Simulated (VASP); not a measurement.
A run of VASP 6.6.1:

File POSCAR:

```
HgTe
1.0
    0.0000000000      2.8520073776      2.8520073776
    2.8520073776      0.0000000000      2.8520073776
    2.8520073776      2.8520073776      0.0000000000
Hg Te
1 1
Direct
    0.0000000000      0.0000000000      0.0000000000
    0.5000000000      0.5000000000      0.5000000000
```

The input INCAR.step1:

```
SYSTEM = HgTe
PREC = Accurate
ENCUT = 520
EDIFF = 1E-6
ISMEAR = -1
SIGMA = 0.1
LREAL = .FALSE.
LASPH = .TRUE.
NELM = 60
ALGO = Normal
ISIF = 2
LWAVE = .FALSE.
LCHARG = .TRUE.
GGA = PE
NBANDS = 16
```

The input KPOINTS.step1:

```
regular mesh
0
G
  12 12 12
  0 0 0
```

File INCAR.step2:

```
SYSTEM = HgTe
PREC = Accurate
ENCUT = 520
EDIFF = 1E-6
ISMEAR = -5
SIGMA = 0.1
LREAL = .FALSE.
LASPH = .TRUE.
NELM = 60
ALGO = Normal
ISIF = 2
LWAVE = .FALSE.
LCHARG = .FALSE.
GGA = PE
LORBIT = 11
NBANDS = 16
NEDOS = 2001
ICHARG = 11
```

KPOINTS.step2

```
regular mesh
0
G
  18 18 18
  0 0 0
```

Potentials or basis: VASP PAW PBE potentials, release 64 (Hg, Te).

Command:

```bash
$ cat potpaw_PBE.64/Hg/POTCAR potpaw_PBE.64/Te/POTCAR > POTCAR
$ cp INCAR.step1 INCAR
$ cp KPOINTS.step1 KPOINTS
$ mpirun -np 1 vasp_std > vasp.out
$ cp INCAR.step2 INCAR
$ cp KPOINTS.step2 KPOINTS
$ mpirun -np 1 vasp_std > vasp.out
```

Hardware: 1 thread of Intel Xeon 8259CL, on a shared host.

Estimate the wall time of this run.

It took 3.2 min on 1 thread of Intel Xeon 8259CL, on a shared host, peak memory 0.28 GiB. Counts: k points 195.
